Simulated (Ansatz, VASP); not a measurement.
FeNi: VASP beside Ansatz

Contents of INCAR:

```
PREC = Accurate
ENCUT = 600
EDIFF = 1E-6
ISMEAR = 0
SIGMA = 0.1
LREAL = False
LASPH = True
NELM = 200
ALGO = Normal
ISIF = 2
LWAVE = False
LCHARG = False
ISPIN = 2
MAGMOM = 4 2
LORBIT = 11
LMAXMIX = 4
GGA = PS
NBANDS = 20
GGA_COMPAT = False
```

File KPOINTS:

```
regular mesh
0
Gamma
  9 9 9
```

The input POSCAR:

```
FeNi
1.0
    1.2579322376      0.7262675160      4.1316480627
   -1.2579322376      0.7262675160      4.1316480627
    0.0000000000     -1.4525350320      4.1316480627
Fe Ni
1 1
Direct
    0.0000000000      0.0000000000      0.0000000000
    0.5000000000      0.5000000000      0.5000000000
```

Input for Ansatz:

```yaml
crystal:
  lattice:
    - [1.2579322376, 0.726267516, 4.1316480627]
    - [-1.2579322376, 0.726267516, 4.1316480627]
    - [0.0, -1.452535032, 4.1316480627]
  atoms:
    - { symbol: Fe, position: [0.0, 0.0, 0.0], spin: 4.0 }
    - { symbol: Ni, position: [0.5, 0.5, 0.5], spin: 2.0 }
basis:
  ecutwfc: 420
kpoints:
  mp_grid: { grid: [9, 9, 9] }
hamiltonian:
  xc: pbesol
scf:
  occupations: { method: gaussian, width: 0.1 }
  lower_state_search: "off"
output:
  forces: true
  stress: true
  eigenvalues: true
  populations: true
magnetization:
  spin_polarized: true
```

Alike in both runs: task single point; functional PBEsol; k mesh 9 × 9 × 9; occupations gaussian, width 0.1 eV; collinear spin.

|  | VASP | Ansatz |
| --- | --- | --- |
| version | VASP 6.6.1 | Ansatz 0.2.0 |
| potentials or method | VASP PAW PBE potentials, release 64 (Fe, Ni), cutoff 600 eV | scalar-relativistic, plane waves, PAW |
| valence electrons in the cell | 18 | 34 |

```csv
,VASP,Ansatz,Ansatz less VASP
gap on the k mesh at the Fermi level (eV),none,none,-
pressure (GPa),-10.0,-10.3,-0.30
"traceless stress, the component that is largest in VASP (GPa)",0.90,0.89,-0.009
net moment per atom (μB),1.56,1.56,+0.001
size of the moment on the site where the two differ most (μB),0.66,0.72,+0.060
```

VASP's potentials were made for PBE, not for PBEsol. Site moments also hang on the region over which each program counts them. A gap of «none» marks a metal or a gap that the smearing closes. VASP's potentials hold 18 valence electrons a cell and Ansatz's 34, so a difference there can come from the potentials and not from the codes.
